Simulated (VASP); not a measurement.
H2, 2 atoms in the cell. The cell holds a molecule in a box, 2 atoms: a = 10.000 Å, b = 10.500 Å, c = 11.000 Å, α = 90.00°, β = 90.00°, γ = 90.00°. 

* Program: VASP 6.6.1
* Task: single point
* Functional: PBE
* Potentials or basis: VASP PAW PBE potentials, release 64 (H)
* Cutoff: 400 eV
* k mesh: 1 × 1 × 1
* Occupations: gaussian, width 0.01 eV
* Spin: no spin polarisation
* Dipole correction: no
* Further INCAR settings: ALGO = Normal; EDIFF = 1e-06; NBANDS = 8; NELMDL = -8

Potentials or basis: VASP PAW PBE potentials, release 64 (H).

Run with:

```sh
$ cat potpaw_PBE.64/H/POTCAR > POTCAR
$ mpirun -np 1 vasp_gam > vasp.out
```

Hardware: 1 thread of Intel(R) Xeon(R) Platinum 8559C (Emerald Rapids) (shared host).

Q: Estimate the wall time of this run.

A: Run time: 29 s on 1 thread of Intel(R) Xeon(R) Platinum 8559C (Emerald Rapids), with other jobs on the host, peak memory 0.62 GiB. Counts: scf iterations 22, k points 1.
